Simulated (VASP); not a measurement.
# SiC (P6_3mc) in VASP: single point with LDA

Aim: the single point of SiC with LDA.

Program: VASP 6.6.1. These are calculated values, not measurements. Logs are shortened: lines on timing, memory, paths and dates and some standing lists are left out, and cuts for length are marked.

## Step 1: The cell of the first run

The structure is hexagonal, space group P6_3mc (No. 186). The conventional cell has a = 3.058 Å, b = 3.058 Å, c = 10.012 Å, α = 90.00°, β = 90.00°, γ = 120.00°. Si (site symmetry 3m) has 4 C at 1.87 to 1.88 Å within 2.5 Å. Within 2.5 Å of Si (site symmetry 3m) lie 4 C at 1.87 to 1.88 Å. C (site symmetry 3m) has 4 Si at 1.87 to 1.88 Å within 2.5 Å. C (site symmetry 3m) has 4 Si at 1.87 to 1.88 Å within 2.5 Å.

## Step 2: Single point, LDA

Contents of INCAR:

```
SYSTEM = SiC
ALGO     = Normal         ! electronic algorithm
EDIFF    = 1E-7           ! SCF threshold, eV
ENCUT    = 520            ! plane-wave cutoff, eV
GGA      = CA             ! functional
ISIF     = 2              ! what is computed and relaxed
ISMEAR   = 0              ! smearing method
LASPH    = .TRUE.         ! aspherical terms in the spheres
LCHARG   = .FALSE.        ! write CHGCAR
LREAL    = .FALSE.        ! projectors in reciprocal space
LWAVE    = .FALSE.        ! write WAVECAR
NBANDS   = 26             ! bands
NELM     = 100            ! most SCF steps
PREC     = Accurate       ! precision mode
SIGMA    = 0.05           ! smearing width, eV
```

Contents of KPOINTS:

```
k-points
0
G
  12 12 4
  0 0 0
```

Contents of POSCAR:

```
SiC
1.0
    3.0584677755      0.0000000000      0.0000000000
   -1.5292338877      2.6487107903      0.0000000000
    0.0000000000      0.0000000000     10.0120151167
Si C
4 4
Direct
    0.6666666667      0.3333333333      0.9378428256
    0.3333333333      0.6666666667      0.4378428256
    0.0000000000      0.0000000000      0.6879007609
    0.0000000000      0.0000000000      0.1879007609
    0.6666666667      0.3333333333      0.7498079005
    0.3333333333      0.6666666667      0.2498079005
    0.0000000000      0.0000000000      0.5004475130
    0.0000000000      0.0000000000      0.0004475130
```

Potentials or basis: VASP PAW LDA potentials, release 64 (Si, C).

Started as:

```console
$ cat potpaw_LDA.64/Si/POTCAR potpaw_LDA.64/C/POTCAR > POTCAR
$ mpirun -np 1 vasp_std > vasp.out
```

OUTCAR:

```text
SYSTEM = SiC
   EDIFF = 1E-7
   ENCUT = 520
   GGA = CA
   ISIF = 2
   ISMEAR = 0
   LASPH = .TRUE.
   LREAL = .FALSE.
   NELM = 100
   PREC = Accurate

 ion  position               nearest neighbor table
   1  0.667  0.333  0.938-   8 1.87   8 1.87   8 1.87   5 1.88   3 3.06   3 3.06   3 3.06   4 3.06
                             4 3.06   4 3.06
   2  0.333  0.667  0.438-   7 1.87   7 1.87   7 1.87   6 1.88   4 3.06   4 3.06   4 3.06   3 3.06
                             3 3.06   3 3.06
   3  0.000  0.000  0.688-   5 1.87   5 1.87   5 1.87   7 1.88   1 3.06   1 3.06   1 3.06   2 3.06
                             2 3.06   2 3.06
   4  0.000  0.000  0.188-   6 1.87   6 1.87   6 1.87   8 1.88   2 3.06   2 3.06   2 3.06   1 3.06
                             1 3.06   1 3.06
   5  0.667  0.333  0.750-   3 1.87   3 1.87   3 1.87   1 1.88
   6  0.333  0.667  0.250-   4 1.87   4 1.87   4 1.87   2 1.88
   7  0.000  0.000  0.500-   2 1.87   2 1.87   2 1.87   3 1.88
   8  0.000  0.000  0.000-   1 1.87   1 1.87   1 1.87   4 1.88

  LATTYP: Found a hexagonal cell.
 ALAT       =     3.0584677755
 C/A-ratio  =     3.2735395144

  Lattice vectors:

 A1 = (   3.0584677755,   0.0000000000,   0.0000000000)
 A2 = (  -1.5292338877,   2.6487107903,   0.0000000000)
 A3 = (   0.0000000000,   0.0000000000,  10.0120151167)

Analysis of symmetry for initial positions (statically):
=====================================================================
 Subroutine PRICEL returns:
 Original cell was already a primitive cell.

 Routine SETGRP: Setting up the symmetry group for a
 hexagonal supercell.

 Subroutine GETGRP returns: Found 12 space group operations
 (whereof  6 operations were pure point group operations)
 out of a pool of 24 trial point group operations.

The static configuration has the point symmetry C_3v.
 The point group associated with its full space group is C_6v.

Analysis of symmetry for dynamics (positions and initial velocities):
=====================================================================
 Subroutine PRICEL returns:
 Original cell was already a primitive cell.

 Routine SETGRP: Setting up the symmetry group for a
 hexagonal supercell.

 Subroutine GETGRP returns: Found 12 space group operations
 (whereof  6 operations were pure point group operations)
 out of a pool of 24 trial point group operations.

The dynamic configuration has the point symmetry C_3v.
 The point group associated with its full space group is C_6v.

 Subroutine INISYM returns: Found 12 space group operations
 (whereof  6 operations are pure point group operations),
 and found     1 'primitive' translations

----------------------------------------------------------------------------------------

                                     Primitive cell

  volume of cell :      81.1073

  direct lattice vectors                    reciprocal lattice vectors
     3.058467776  0.000000000  0.000000000     0.326961104  0.188771081  0.000000000
    -1.529233888  2.648710790  0.000000000     0.000000000  0.377542163  0.000000000
     0.000000000  0.000000000 10.012015117     0.000000000  0.000000000  0.099879993

  length of vectors
     3.058467776  3.058467776 10.012015117     0.377542163  0.377542163  0.099879993

  position of ions in fractional coordinates (direct lattice)
     0.666666667  0.333333333  0.937842826
     0.333333333  0.666666667  0.437842826
     0.000000000  0.000000000  0.687900761
     0.000000000  0.000000000  0.187900761
     0.666666667  0.333333333  0.749807901
     0.333333333  0.666666667  0.249807901
     0.000000000  0.000000000  0.500447513
     0.000000000  0.000000000  0.000447513

  ion indices of the primitive-cell ions
   primitive index   ion index
                 1           1
                 2           2
                 3           3
                 4           4
                 5           5
                 6           6
                 7           7
                 8           8

----------------------------------------------------------------------------------------

 KPOINTS: k-points

Automatic generation of k-mesh.
 Grid dimensions read from file:
 generate k-points for:   12   12    4

 Generating k-lattice:

  Cartesian coordinates                     Fractional coordinates (reciprocal lattice)
     0.027246759  0.015730923  0.000000000     0.083333333  0.000000000  0.000000000
     0.000000000  0.031461847  0.000000000     0.000000000  0.083333333  0.000000000
     0.000000000  0.000000000  0.024969998     0.000000000  0.000000000  0.250000000

  Length of vectors
     0.031461847  0.031461847  0.024969998

  Shift w.r.t. Gamma in fractional coordinates (k-lattice)
     0.000000000  0.000000000  0.000000000

 Subroutine IBZKPT returns following result:
 ===========================================

 Found     57 irreducible k-points:

 Following reciprocal coordinates:
            Coordinates               Weight
  0.000000  0.000000  0.000000      1.000000
  0.083333 -0.000000  0.000000      6.000000
  0.166667 -0.000000  0.000000      6.000000
  0.250000 -0.000000  0.000000      6.000000
  0.333333 -0.000000  0.000000      6.000000
  0.416667 -0.000000  0.000000      6.000000
[... 16 lines left out ...]
  0.250000 -0.000000  0.250000     12.000000
  0.333333 -0.000000  0.250000     12.000000
 [... further k-points ...]
   k-points           NKPTS =     57   k-points in BZ     NKDIM =     57   number of bands    NBANDS=     26
   number of dos      NEDOS =    301   number of ions     NIONS =      8
   total plane-waves  NPLWV =  46080
   dimension x,y,z NGX =    24 NGY =   24 NGZ =   80
   dimension x,y,z NGXF=    48 NGYF=   48 NGZF=  160
   ions per type =               4   4
   NGX,Y,Z   is equivalent  to a cutoff of  13.05, 13.05, 13.28 a.u.
   NGXF,Y,Z  is equivalent  to a cutoff of  26.09, 26.09, 26.57 a.u.
 SYSTEM =  SiC
   PREC   = accura    normal or accurate (medium, high low for compatibility)
   ISTART =      0    job   : 0-new  1-cont  2-samecut
   ICHARG =      2    charge: 1-file 2-atom 10-const
   ISPIN  =      1    spin polarized calculation?
   LNONCOLLINEAR =      F non collinear calculations
   LSORBIT =      F    spin-orbit coupling
   LASPH  =      T    aspherical Exc in radial PAW
   ENCUT  =  520.0 eV  38.22 Ry    6.18 a.u.   5.69  5.69 18.62*2*pi/ulx,y,z
   NELM   =    100;   NELMIN=  2; NELMDL= -5     # of ELM steps
   EDIFF  = 0.1E-06   stopping-criterion for ELM
   LREAL  =      F    real-space projection
   EDIFFG = 0.1E-05   stopping-criterion for IOM
   NSW    =      0    number of steps for IOM
   IBRION =     -1    ionic relax: 0-MD 1-quasi-New 2-CG
   NFREE  =      0    steps in history (QN), initial steepest desc. (CG)
   ISIF   =      2    stress and relaxation
   ISYM   =      2    0-nonsym 1-usesym 2-fastsym
   POTIM  = 0.5000    time-step for ionic-motion
   TEBEG  =    0.0;   TEEND  =   0.0 temperature during run
   PSTRESS=    0.0 pullay stress
   NELECT =      32.0000    total number of electrons
   NUPDOWN=      -1.0000    fix difference up-down
   EMIN   =  10.00;   EMAX   =-10.00  energy-range for DOS
   EFERMI =   0.00;   METHOD = LEGACY
   ISMEAR =     0;   SIGMA  =   0.05  broadening in eV -4-tet -1-fermi 0-gaus
   EFERMI_NEDOS =   21; number of points for ismear=-14 and -15
   IALGO  =     38    algorithm
   IMIX   =      4    mixing-type and parameters
     AMIX     =   0.40;   BMIX     =  1.00
     AMIX_MAG =   1.60;   BMIX_MAG =  1.00
  volume/ion in A,a.u.               =      10.14        68.42
  Fermi-wavevector in a.u.,A,eV,Ry     =   1.200710  2.269013 19.615585  1.441705
  Thomas-Fermi vector in A             =   2.336539
   LORBIT       =      0    0 simple, 1 ext, 2 COOP (PROOUT), +10 PAW based schemes
   GGA     = CA    functional components
   LHFCALC =     F    Hartree Fock is set to
   AEXX    =    0.0000 exact exchange contribution
   IVDW    =     0    specifies the selected vdW correction
   LEPSILON=     F    determine dielectric tensor
   LRPA    =     F    only Hartree local field effects (RPA)
 non-spin polarized calculation
 Gauss-broadening in eV      SIGMA  =   0.05
  energy-cutoff  :      520.00
  volume of cell :       81.11
 maximum number of plane-waves:      2210
 NGX is ok and might be reduce to    24
   NGX = 11   NGY = 11   NGZ = 37

 number of electron      31.9999999 magnetization

 Free energy of the ion-electron system (eV)
  ---------------------------------------------------
  ext. energy  EPLUGINS =         0.00000000
  ---------------------------------------------------
  free energy    TOTEN  =       -66.58062479 eV

  energy without entropy =      -66.58062479  energy(sigma->0) =      -66.58062479

 E-fermi :   8.6074     XC(G=0): -11.6399

 val. band max:        8.3609215671   @ k =   0.0000   0.0000   0.0000
 cond. band min:      10.5336698814   @ k =   0.5000  -0.0000   0.0000
 fundamental gap:      2.1727483143
 Fermi energy:         8.6074249008

 k-point     1 :       0.0000    0.0000    0.0000
  band No.  band energies     occupation
      1      -7.1910      2.00000
      2      -5.9886      2.00000
      3      -5.9524      2.00000
      4      -3.4967      2.00000
      5      -0.3821      2.00000
      6       3.9668      2.00000
[... 18 lines left out ...]
     25      15.7931      0.00000
     26      16.4220      0.00000

 k-point     2 :       0.0833   -0.0000    0.0000
  band No.  band energies     occupation
      1      -7.0681      2.00000
      2      -5.8696      2.00000
      3      -5.8327      2.00000
      4      -3.3922      2.00000
      5      -0.2684      2.00000
      6       4.0092      2.00000
[... 18 lines left out ...]
     25      15.7998      0.00000
     26      16.3777      0.00000

 k-point     3 :       0.1667   -0.0000    0.0000
  band No.  band energies     occupation
      1      -6.7021      2.00000
      2      -5.5162      2.00000
      3      -5.4775      2.00000
      4      -3.0875      2.00000
      5       0.0637      2.00000
      6       4.0036      2.00000
[... 572 lines left out ...]
 k-point    23 :       0.2500   -0.0000    0.2500
  band No.  band energies     occupation
      1      -6.0273      2.00000
      2      -5.4300      2.00000
      3      -4.2957      2.00000
      4      -2.9348      2.00000
      5       0.9597      2.00000
      6       2.6609      2.00000
[... 18 lines left out ...]
     25      17.2056      0.00000
     26      17.3936      0.00000

 k-point    24 :       0.3333   -0.0000    0.2500
  band No.  band energies     occupation
      1      -5.2219      2.00000
      2      -4.6476      2.00000
      3      -3.5749      2.00000
      4      -2.3620      2.00000
      5       1.0410      2.00000
      6       1.5821      2.00000
[... 18 lines left out ...]
     25      17.0257      0.00000
     26      17.6202      0.00000

 [... further k-points ...]
[... 5 lines left out ...]
  --------------------------------------------------------------------------------------
  -------------------------------------------------------------------------------------
  Total        0.2001785      0.2001785      0.2123458      0.0000000      0.0000000      0.0000000
  in kB        3.9542868      3.9542868      4.1946361      0.0000000      0.0000000      0.0000000
  external PRESSURE =       4.0344032 kB  Pullay stress =       0.0000000 kB

 VOLUME and BASIS-vectors are now :
 -----------------------------------------------------------------------------
  energy-cutoff  :      520.00
  volume of cell :       81.11
      direct lattice vectors                 reciprocal lattice vectors
     3.058467776  0.000000000  0.000000000     0.326961104  0.188771081  0.000000000
    -1.529233888  2.648710790  0.000000000     0.000000000  0.377542163  0.000000000
     0.000000000  0.000000000 10.012015117     0.000000000  0.000000000  0.099879993

 POSITION                                       TOTAL-FORCE (eV/Angst)
 -----------------------------------------------------------------------------------
      1.52923      0.88290      9.38970        -0.000000     -0.000000      0.000730
     -0.00000      1.76581      4.38369         0.000000      0.000000      0.000730
      0.00000      0.00000      6.88727        -0.000000     -0.000000     -0.001025
      0.00000      0.00000      1.88127         0.000000      0.000000     -0.001025
      1.52923      0.88290      7.50709         0.000000      0.000000     -0.000226
     -0.00000      1.76581      2.50108        -0.000000      0.000000     -0.000226
      0.00000      0.00000      5.01049        -0.000000      0.000000      0.000522
      0.00000      0.00000      0.00448         0.000000     -0.000000      0.000522
 -----------------------------------------------------------------------------------
    total drift:                               -0.000000     -0.000000     -0.000061

  FREE ENERGIE OF THE ION-ELECTRON SYSTEM (eV)
  ---------------------------------------------------
  free  energy   TOTEN  =       -66.5806247903 eV

  energy  without entropy=      -66.5806247903  energy(sigma->0) =      -66.58062479
```

It took 2.8 min on 1 thread of AMD EPYC 7R43 (Zen 3), shared host; peak memory 0.18 GiB.

What came out:

```yaml
Free_energy: -66.5806 eV
Pressure: 0.4 GPa
Band_gap_on_the_k_mesh: 2.17 eV, indirect (least direct gap 3.30 eV)
```

Levels at points of the mesh, in eV from the valence-band top:
```csv
k point,band 13,band 14,band 15,band 16,band 17,band 18,band 19,band 20
"(0.00, 0.00, 0.00)",-0.59,-0.05,0.00,0.00,5.22,5.79,6.43,6.56
"(0.50, 0.00, 0.00)",-2.39,-2.24,-1.60,-1.13,2.17,2.30,4.18,4.78
"(0.00, 0.00, 0.50)",-0.21,-0.21,-0.21,-0.21,5.43,5.43,6.91,6.91
"(0.50, 0.00, 0.50)",-2.54,-2.54,-1.57,-1.57,2.58,2.58,4.17,4.17
```

A k mesh can miss the band edges. A hybrid or GW would open this gap; LDA tends to underestimate it.
